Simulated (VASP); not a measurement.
Input of a VASP 6.6.1 run:

File INCAR:

```
PREC = Accurate
ENCUT = 600
EDIFF = 1E-6
ISMEAR = 0
SIGMA = 0.2
LREAL = F
LASPH = T
NELM = 80
ALGO = Normal
ISIF = 3
LWAVE = F
LCHARG = F
GGA = PE
IBRION = 2
NSW = 80
EDIFFG = -0.025
```

The input KPOINTS:

```
regular mesh
0
Gamma
  6 6 2
```

File POSCAR:

```
In2S
1.0
    4.0377227680     -0.0538079439      0.0028762961
   -2.0654604303      3.6336829997     -0.0587507080
    0.0080170482     -0.1844590947     11.3805501824
In S
4 2
Direct
    0.3197024322      0.6490152953      0.1433424988
    0.3504727843      0.6965734825      0.6404924247
    0.6576559557      0.3532937896      0.3571052798
    0.6718865019      0.3101966714      0.8649436500
    1.0081589018      0.0090349080     -0.0061162839
   -0.0078765759     -0.0181141469      0.5002324306
```

Potentials or basis: VASP PAW PBE potentials, release 64 (In_d, S).

The run is started by

```sh
$ cat potpaw_PBE.64/In_d/POTCAR potpaw_PBE.64/S/POTCAR > POTCAR
$ mpirun -np 1 vasp_std > vasp.out
```

Problem. What does it give for the relaxed volume?

Solution. 26.62 Å³/atom.

Problem. What does it give for the space group after relaxing (to 0.1 Å)?

Solution. P-3m1 (No. 164).

Problem. What does it give for the band gap on the k mesh?

Solution. Zero (bands 32 and 33 overlap by 1.20 eV).

Step by step:
```tsv
step	energy change (eV)	largest force (eV/Å)	pressure (GPa)	volume (Å³)
1	0.0000	0.6384	0.64	165.67
2	-0.0426	0.3827	-0.13	168.32
3	-0.0550	0.1569	-0.89	171.18
4	-0.0841	0.1173	-0.67	168.24
5	-0.1084	0.1910	-0.22	163.78
6	-0.1100	0.2354	-0.01	162.13
7	-0.1216	0.1641	0.05	160.79
8	-0.1274	0.0701	0.26	158.35
9	-0.1280	0.0743	0.20	158.95
10	-0.1299	0.0595	-0.18	160.59
11	-0.1299	0.0582	-0.12	160.34
12	-0.1315	0.0379	-0.05	160.11
13	-0.1320	0.0516	0.04	159.83
14	-0.1329	0.0416	-0.02	160.05
15	-0.1331	0.0317	-0.07	160.26
16	-0.1334	0.0271	0.07	159.48
17	-0.1334	0.0254	0.05	159.66
18	-0.1336	0.0148	-0.03	159.75
```

Caveat: spin-orbit coupling is left out, which moves the levels of the heavy elements.
